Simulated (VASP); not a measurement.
# HfB (Fm-3m) in VASP: settings compared

HfB is run at these levels: PBEsol+D4, PBE+D3(BJ), PBE+D4; tasks: single point.

Program: VASP 6.6.1. These are calculated values, not measurements. Logs are shortened: lines on timing, memory, paths and dates and some standing lists are left out, and cuts for length are marked.

**1. The cell of the first run**

The structure is cubic, space group Fm-3m (No. 225). Conventional cell: a = 4.769 Å, b = 4.769 Å, c = 4.769 Å, α = 90.00°, β = 90.00°, γ = 90.00°. Within 3.1 Å of Hf (site symmetry m-3m) lie 6 B at 2.38 Å. Within 3.1 Å of B (site symmetry m-3m) lie 6 Hf at 2.38 Å.

**2. Single point, PBEsol+D4**

The input, INCAR:

```
ALGO = Normal ; EDIFF = 1E-7
ENCUT = 520 ; GGA = PS
ISIF = 2 ; ISMEAR = -1
IVDW = 13 ; LASPH = T
LCHARG = F ; LREAL = F
LWAVE = F ; NBANDS = 14
NELM = 60 ; PREC = Accurate
SIGMA = 0.05
```

The input, KPOINTS:

```
k-points
0
Gamma
  10 10 10
```

The input, POSCAR:

```
HfB
1.0
    0.0000000000      2.3844258431      2.3844258431
    2.3844258431      0.0000000000      2.3844258431
    2.3844258431      2.3844258431      0.0000000000
Hf B
1 1
Direct
    0.5000000000      0.5000000000      0.5000000000
    0.0000000000      0.0000000000      0.0000000000
```

Potentials or basis: VASP PAW PBE potentials, release 64 (Hf_pv, B).

On the command line:

```sh
$ cat potpaw_PBE.64/Hf_pv/POTCAR potpaw_PBE.64/B/POTCAR > POTCAR
$ mpirun -np 1 vasp_std > vasp.out
```

OUTCAR:

```text
EDIFF = 1E-7
   ENCUT = 520
   GGA = PS
   ISIF = 2
   ISMEAR = -1
   IVDW = 13
   LASPH = T
   LREAL = F
   NELM = 60
   PREC = Accurate

 ion  position               nearest neighbor table
   1  0.500  0.500  0.500-   2 2.38   2 2.38   2 2.38   2 2.38   2 2.38   2 2.38
   2  0.000  0.000  0.000-   1 2.38   1 2.38   1 2.38   1 2.38   1 2.38   1 2.38

  LATTYP: Found a face centered cubic cell.
 ALAT       =     4.7688516862

  Lattice vectors:

 A1 = (   0.0000000000,   2.3844258431,   2.3844258431)
 A2 = (   2.3844258431,   0.0000000000,   2.3844258431)
 A3 = (   2.3844258431,   2.3844258431,   0.0000000000)

Analysis of symmetry for initial positions (statically):
=====================================================================
 Subroutine PRICEL returns:
 Original cell was already a primitive cell.

 Routine SETGRP: Setting up the symmetry group for a
 face centered cubic supercell.

 Subroutine GETGRP returns: Found 48 space group operations
 (whereof 48 operations were pure point group operations)
 out of a pool of 48 trial point group operations.

The static configuration has the point symmetry O_h .

Analysis of symmetry for dynamics (positions and initial velocities):
=====================================================================
 Subroutine PRICEL returns:
 Original cell was already a primitive cell.

 Routine SETGRP: Setting up the symmetry group for a
 face centered cubic supercell.

 Subroutine GETGRP returns: Found 48 space group operations
 (whereof 48 operations were pure point group operations)
 out of a pool of 48 trial point group operations.

The dynamic configuration has the point symmetry O_h .

 Subroutine INISYM returns: Found 48 space group operations
 (whereof 48 operations are pure point group operations),
 and found     1 'primitive' translations

----------------------------------------------------------------------------------------

                                     Primitive cell

  volume of cell :      27.1132

  direct lattice vectors                    reciprocal lattice vectors
     0.000000000  2.384425843  2.384425843    -0.209694087  0.209694087  0.209694087
     2.384425843  0.000000000  2.384425843     0.209694087 -0.209694087  0.209694087
     2.384425843  2.384425843  0.000000000     0.209694087  0.209694087 -0.209694087

  length of vectors
     3.372087366  3.372087366  3.372087366     0.363200813  0.363200813  0.363200813

  position of ions in fractional coordinates (direct lattice)
     0.500000000  0.500000000  0.500000000
     0.000000000  0.000000000  0.000000000

  ion indices of the primitive-cell ions
   primitive index   ion index
                 1           1
                 2           2

----------------------------------------------------------------------------------------

 KPOINTS: k-points

Automatic generation of k-mesh.
 Grid dimensions read from file:
 generate k-points for:   10   10   10

 Generating k-lattice:

  Cartesian coordinates                     Fractional coordinates (reciprocal lattice)
    -0.020969409  0.020969409  0.020969409     0.100000000  0.000000000  0.000000000
     0.020969409 -0.020969409  0.020969409     0.000000000  0.100000000  0.000000000
     0.020969409  0.020969409 -0.020969409     0.000000000  0.000000000  0.100000000

  Length of vectors
     0.036320081  0.036320081  0.036320081

  Shift w.r.t. Gamma in fractional coordinates (k-lattice)
     0.000000000  0.000000000  0.000000000

 Subroutine IBZKPT returns following result:
 ===========================================

 Found     47 irreducible k-points:

 Following reciprocal coordinates:
            Coordinates               Weight
  0.000000  0.000000  0.000000      1.000000
  0.100000  0.000000  0.000000      8.000000
  0.200000  0.000000  0.000000      8.000000
  0.300000  0.000000  0.000000      8.000000
  0.400000  0.000000  0.000000      8.000000
  0.500000  0.000000  0.000000      4.000000
[... 16 lines left out ...]
  0.300000  0.300000  0.000000      6.000000
  0.400000  0.300000  0.000000     24.000000
 [... further k-points ...]
   k-points           NKPTS =     47   k-points in BZ     NKDIM =     47   number of bands    NBANDS=     14
   number of dos      NEDOS =    301   number of ions     NIONS =      2
   total plane-waves  NPLWV =  21952
   dimension x,y,z NGX =    28 NGY =   28 NGZ =   28
   dimension x,y,z NGXF=    56 NGYF=   56 NGZF=   56
   ions per type =               1   1
   NGX,Y,Z   is equivalent  to a cutoff of  13.80, 13.80, 13.80 a.u.
   NGXF,Y,Z  is equivalent  to a cutoff of  27.61, 27.61, 27.61 a.u.
 SYSTEM =  unknown system
   PREC   = accura    normal or accurate (medium, high low for compatibility)
   ISTART =      0    job   : 0-new  1-cont  2-samecut
   ICHARG =      2    charge: 1-file 2-atom 10-const
   ISPIN  =      1    spin polarized calculation?
   LNONCOLLINEAR =      F non collinear calculations
   LSORBIT =      F    spin-orbit coupling
   LASPH  =      T    aspherical Exc in radial PAW
   ENCUT  =  520.0 eV  38.22 Ry    6.18 a.u.   6.27  6.27  6.27*2*pi/ulx,y,z
   NELM   =     60;   NELMIN=  2; NELMDL= -5     # of ELM steps
   EDIFF  = 0.1E-06   stopping-criterion for ELM
   LREAL  =      F    real-space projection
   EDIFFG = 0.1E-05   stopping-criterion for IOM
   NSW    =      0    number of steps for IOM
   IBRION =     -1    ionic relax: 0-MD 1-quasi-New 2-CG
   NFREE  =      0    steps in history (QN), initial steepest desc. (CG)
   ISIF   =      2    stress and relaxation
   ISYM   =      2    0-nonsym 1-usesym 2-fastsym
   POTIM  = 0.5000    time-step for ionic-motion
   TEBEG  =    0.0;   TEEND  =   0.0 temperature during run
   PSTRESS=    0.0 pullay stress
   NELECT =      13.0000    total number of electrons
   NUPDOWN=      -1.0000    fix difference up-down
   EMIN   =  10.00;   EMAX   =-10.00  energy-range for DOS
   EFERMI =   0.00;   METHOD = LEGACY
   ISMEAR =    -1;   SIGMA  =   0.05  broadening in eV -4-tet -1-fermi 0-gaus
   EFERMI_NEDOS =   21; number of points for ismear=-14 and -15
   IALGO  =     38    algorithm
   IMIX   =      4    mixing-type and parameters
     AMIX     =   0.40;   BMIX     =  1.00
     AMIX_MAG =   1.60;   BMIX_MAG =  1.00
  volume/ion in A,a.u.               =      13.56        91.48
  Fermi-wavevector in a.u.,A,eV,Ry     =   1.281333  2.421369 22.338251  1.641815
  Thomas-Fermi vector in A             =   2.413709
   LORBIT       =      0    0 simple, 1 ext, 2 COOP (PROOUT), +10 PAW based schemes
   GGA     = PS    functional components
   LHFCALC =     F    Hartree Fock is set to
   AEXX    =    0.0000 exact exchange contribution
   IVDW    =    13    specifies the selected vdW correction
   LEPSILON=     F    determine dielectric tensor
   LRPA    =     F    only Hartree local field effects (RPA)
 non-spin polarized calculation
  energy-cutoff  :      520.00
  volume of cell :       27.11
 maximum number of plane-waves:       745
 NGX is ok and might be reduce to    28
   NGX = 13   NGY = 13   NGZ = 13

 number of electron      12.9999999 magnetization

 Free energy of the ion-electron system (eV)
  ---------------------------------------------------
  ext. energy  EPLUGINS =         0.00000000
  ---------------------------------------------------
  free energy    TOTEN  =       -18.40103994 eV

  energy without entropy =      -18.38667407  energy(sigma->0) =      -18.39385701

 E-fermi :   4.3788     XC(G=0): -11.9571

 val. band max:        4.3700923561   @ k =   0.5000   0.3000   0.1000
 cond. band min:       4.3835218964   @ k =  -0.2000   0.1000   0.0000
 fundamental gap:      0.0134295403
 Fermi energy:         4.3788326289

 k-point     1 :       0.0000    0.0000    0.0000
  band No.  band energies     occupation
      1     -24.3444      2.00000
      2     -24.3444      2.00000
      3     -24.3444      2.00000
      4      -4.8474      2.00000
      5       6.4581      0.00000
      6       6.4581      0.00000
      7       6.4581      0.00000
      8       8.1275      0.00000
      9       8.1275      0.00000
     10       8.1275      0.00000
     11       8.2454      0.00000
     12       8.2454      0.00000
     13      15.6890      0.00000
     14      16.0208      0.00000

 k-point     2 :       0.1000    0.0000    0.0000
  band No.  band energies     occupation
      1     -24.3964      2.00000
      2     -24.3499      2.00000
      3     -24.3499      2.00000
      4      -4.5906      2.00000
      5       5.6170      0.00000
      6       6.1218      0.00000
      7       6.1218      0.00000
      8       7.1220      0.00000
      9       7.1220      0.00000
     10       8.5140      0.00000
     11      10.1073      0.00000
     12      10.1073      0.00000
     13      16.3361      0.00000
     14      16.3598      0.00000

 k-point     3 :       0.2000    0.0000    0.0000
  band No.  band energies     occupation
      1     -24.5299      2.00000
      2     -24.3644      2.00000
      3     -24.3644      2.00000
      4      -3.8635      2.00000
      5       4.1580      1.97614
      6       4.9430      0.00003
      7       4.9430      0.00003
      8       7.6359      0.00000
      9       7.6359      0.00000
     10       8.9360      0.00000
     11      12.2732      0.00000
     12      12.2732      0.00000
     13      16.9114      0.00000
     14      17.9041      0.00000
[... 324 lines left out ...]
 k-point    23 :       0.3000    0.3000    0.0000
  band No.  band energies     occupation
      1     -24.6618      2.00000
      2     -24.4663      2.00000
      3     -24.4663      2.00000
      4      -2.5488      2.00000
      5       2.3683      2.00000
      6       4.2750      1.77734
      7       5.9167      0.00000
      8       5.9167      0.00000
      9       9.3270      0.00000
     10      11.5263      0.00000
     11      11.5263      0.00000
     12      14.6401      0.00000
     13      17.6820      0.00000
     14      19.0518      0.00000

 k-point    24 :       0.4000    0.3000    0.0000
  band No.  band energies     occupation
      1     -24.7297      2.00000
      2     -24.5021      2.00000
      3     -24.4861      2.00000
      4      -2.0641      2.00000
      5       2.2750      2.00000
      6       3.7345      1.99999
      7       5.6051      0.00000
      8       6.3559      0.00000
      9      10.1256      0.00000
     10      11.5623      0.00000
     11      11.8447      0.00000
     12      15.4534      0.00000
     13      15.9553      0.00000
     14      19.0378      0.00000

 [... further k-points ...]

------------------------ aborting loop because EDIFF is reached ----------------------------------------

  DFT-D4 for vdW energy calculation

  Edisp (eV):   -0.32560

  FORCE on cell =-STRESS in cart. coord.  units (eV):
  Direction    XX          YY          ZZ          XY          YZ          ZX
  --------------------------------------------------------------------------------------
  -------------------------------------------------------------------------------------
  Total       0.07526     0.07526     0.07526    -0.00000     0.00000    -0.00000
  in kB       4.44734     4.44734     4.44734    -0.00000     0.00000    -0.00000
  external pressure =        4.45 kB  Pullay stress =        0.00 kB

 VOLUME and BASIS-vectors are now :
 -----------------------------------------------------------------------------
  energy-cutoff  :      520.00
  volume of cell :       27.11
      direct lattice vectors                 reciprocal lattice vectors
     0.000000000  2.384425843  2.384425843    -0.209694087  0.209694087  0.209694087
     2.384425843  0.000000000  2.384425843     0.209694087 -0.209694087  0.209694087
     2.384425843  2.384425843  0.000000000     0.209694087  0.209694087 -0.209694087

 POSITION                                       TOTAL-FORCE (eV/Angst)
 -----------------------------------------------------------------------------------
      2.38443      2.38443      2.38443         0.000000     -0.000000     -0.000000
      0.00000      0.00000      0.00000        -0.000000      0.000000      0.000000
 -----------------------------------------------------------------------------------
    total drift:                                0.000000      0.000000      0.000000

  FREE ENERGIE OF THE ION-ELECTRON SYSTEM (eV)
  ---------------------------------------------------
  free  energy   TOTEN  =       -18.7266439576 eV

  energy  without entropy=      -18.7122780899  energy(sigma->0) =      -18.71946102
```

Wall time 11 s (1 thread of Intel Xeon 6975P-C (Granite Rapids), shared host); peak memory 0.17 GiB.

What came out:

```yaml
Free_energy: -18.7266 eV
Pressure: 0.4 GPa
Dispersion_energy_per_atom: -0.163 eV
```

Caveat: the PAW data sets were made with another functional, which shifts forces and pressure a little; spin-orbit coupling is left out, which moves the levels of the heavy elements; pairwise dispersion overbinds metals, which lowers pressure and volume.

**3. Single point, PBE+D3(BJ)**

This run uses another cell than the first one, of 13.78 Å³/atom, 1.017 times its volume.

The input, INCAR:

```
PREC = Accurate
ENCUT = 520
EDIFF = 1E-7
ISMEAR = -1
SIGMA = 0.05
LREAL = F
LASPH = T
NELM = 60
ALGO = Normal
ISIF = 2
LWAVE = F
LCHARG = F
GGA = PE
IVDW = 12
NBANDS = 14
```

The input, KPOINTS:

```
regular mesh
0
Gamma
  10 10 10
```

The input, POSCAR:

```
HfB
1.0
    0.0000000000      2.3975549501      2.3975549501
    2.3975549501      0.0000000000      2.3975549501
    2.3975549501      2.3975549501      0.0000000000
Hf B
1 1
Direct
    0.5000000000      0.5000000000      0.5000000000
    0.0000000000      0.0000000000      0.0000000000
```

Potentials or basis: VASP PAW PBE potentials, release 64 (Hf_pv, B).

On the command line:

```sh
$ cat potpaw_PBE.64/Hf_pv/POTCAR potpaw_PBE.64/B/POTCAR > POTCAR
$ mpirun -np 1 vasp_std > vasp.out
```

Run time: 10 s. Hardware: 1 thread of Intel Xeon 6975P-C (Granite Rapids), shared host; peak memory 0.18 GiB.

It converged, with:

```yaml
Free_energy: -18.1607 eV
Pressure: 0.2 GPa
Dispersion_energy_per_atom: -0.356 eV
```

Levels at points of the mesh, in eV from the Fermi level:
| k point | band 3 | band 4 | band 5 | band 6 | band 7 | band 8 | band 9 | band 10 | band 11 | band 12 |
| --- | --- | --- | --- | --- | --- | --- | --- | --- | --- | --- |
| (0.00, 0.00, 0.00) | -28.87 | -9.18 | 2.10 | 2.10 | 2.10 | 3.66 | 3.66 | 3.66 | 3.83 | 3.83 |
| (0.50, 0.00, 0.00) | -28.92 | -4.66 | -4.40 | -1.16 | -1.16 | 5.83 | 5.83 | 6.69 | 7.86 | 12.94 |
| (0.50, 0.50, 0.00) | -29.04 | -6.41 | -1.18 | -0.81 | 2.03 | 2.03 | 5.56 | 6.99 | 6.99 | 8.02 |

Caveat: spin-orbit coupling is left out, which moves the levels of the heavy elements; pairwise dispersion overbinds metals, which lowers pressure and volume.

(Continued in part 2 of 2.)
